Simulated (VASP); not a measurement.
# ZrAl3B3N: relaxation of cell and atoms with PBE

The system is ZrAl3B3N.

```xyz
8
Lattice="4.5300 0.0000 0.0000 0.0000 4.5300 0.0000 0.0000 0.0000 4.5300" Properties=species:S:1:pos:R:3 pbc="T T T"
Zr    0.0000    0.0000    0.0000
Al    2.2650    0.0000    2.2650
Al    2.2650    2.2650    0.0000
Al    0.0000    2.2650    2.2650
B     2.2650    0.0000    0.0000
B     0.0000    2.2650    0.0000
B     0.0000    0.0000    2.2650
N     2.2650    2.2650    2.2650
```

```yaml
Program: VASP 6.6.1
Task: relaxation of cell and atoms
Functional: PBE
Potentials_or_basis: VASP PAW PBE potentials, release 64 (Zr_sv, Al, B, N)
Cutoff: 600 eV
k_mesh: 3 × 3 × 3
Occupations: gaussian, width 0.15 eV
Spin: no spin polarisation
Dipole_correction: no
Further_INCAR_settings: ALGO = Normal; EDIFF = 1e-07; IBRION = 2; EDIFFG = -0.08; NSW = 36; ISIF = 3
```

- Relaxed volume: 11.77 Å³/atom
- Relaxed cell: a = 4.550 Å, b = 4.550 Å, c = 4.550 Å, α = 90.00°, β = 90.00°, γ = 90.00°
- Space group after relaxing (to 0.1 Å): Pm-3m (No. 221)
- Energy gained by relaxing: 0.9 meV/atom
- Ionic steps: 3
- Pressure after relaxing: 0.0 GPa
- Band gap on the k mesh: zero (an odd number of electrons rules out a gap without spin polarisation)

The path:
| step | energy change (eV) | largest force (eV/Å) | pressure (GPa) | volume (Å³) |
| --- | --- | --- | --- | --- |
| 1 | 0.0000 | 0.0000 | 1.99 | 92.96 |
| 2 | -0.0050 | 0.0000 | -1.11 | 94.91 |
| 3 | -0.0075 | 0.0000 | 0.00 | 94.19 |

Final structure:
```xyz
8
Lattice="4.5498 0.0000 0.0000 0.0000 4.5498 0.0000 0.0000 0.0000 4.5498" Properties=species:S:1:pos:R:3 pbc="T T T"
Zr    0.0000    0.0000    0.0000
Al    2.2749    0.0000    2.2749
Al    2.2749    2.2749    0.0000
Al    0.0000    2.2749    2.2749
B     2.2749    0.0000    0.0000
B     0.0000    2.2749    0.0000
B     0.0000    0.0000    2.2749
N     2.2749    2.2749    2.2749
```

Levels at points of the mesh, in eV from the Fermi level:
```
           k point  band 14  band 15  band 16  band 17  band 18  band 19  band 20  band 21
(0.00, 0.00, 0.00)    -0.97    -0.35    -0.35    -0.35     0.77     0.77     0.77     2.04
```

Run time: 60 s on 1 thread of Intel Xeon 8259CL, with other jobs on the host, peak memory 0.22 GiB.

Caveat: the k points lie up to 0.46 Å⁻¹ apart in the final cell, too coarse for converged energies and pressures of a metal.
